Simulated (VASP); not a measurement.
**CdInS2: single point with PBE**

CdInS2:

```
Cd In S
1.0
     3.87088    0.00000    0.00000
    -1.93544    3.35228    0.00000
     0.00000    0.00000    6.81106
Cd In S
1 1 2
Direct
  0.00000 0.00000 0.00000
  0.00000 0.00000 0.50000
  0.66667 0.33333 0.75786
  0.33333 0.66667 0.24214
```

| Item | Value |
| --- | --- |
| Program | VASP 6.6.1 |
| Task | single point |
| Functional | PBE |
| Potentials or basis | VASP PAW PBE potentials, release 64 (Cd, In_d, S) |
| Cutoff | 520 eV |
| k mesh | 12 × 12 × 6 |
| Occupations | gaussian, width 0.15 eV |
| Spin | no spin polarisation |
| Dipole correction | no |
| Further INCAR settings | ALGO = Normal; EDIFF = 1e-06; NBANDS = 26 |

```yaml
Pressure: 0.1 GPa
Largest_force: 0.024 eV/Å
Band_gap_on_the_k_mesh: zero (an odd number of electrons rules out a gap without spin polarisation)
```

Forces in eV/Å, atoms in the order of the input:
```
Cd   0.000  0.000  0.000
In   0.000  0.000  0.000
S    0.000  0.000 -0.024
S    0.000  0.000  0.024
```

Levels at points of the mesh, in eV from the Fermi level:
```tsv
k point	band 16	band 17	band 18	band 19	band 20	band 21
(0.00, 0.00, 0.00)	-2.01	-1.84	-1.50	-1.50	1.90	4.45
(0.50, 0.00, 0.00)	-3.45	-3.22	-1.65	-0.03	1.89	1.98
(0.00, 0.00, 0.50)	-1.83	-1.65	-1.65	0.60	1.19	4.50
(0.50, 0.00, 0.50)	-2.91	-2.62	-2.45	-0.79	0.39	3.88
```

It took 2.1 min on 1 thread of Intel(R) Xeon(R) 6975P-C (Granite Rapids), with other jobs on the host, peak memory 0.37 GiB.

Caveat: spin-orbit coupling is left out, which moves the levels of the heavy elements.
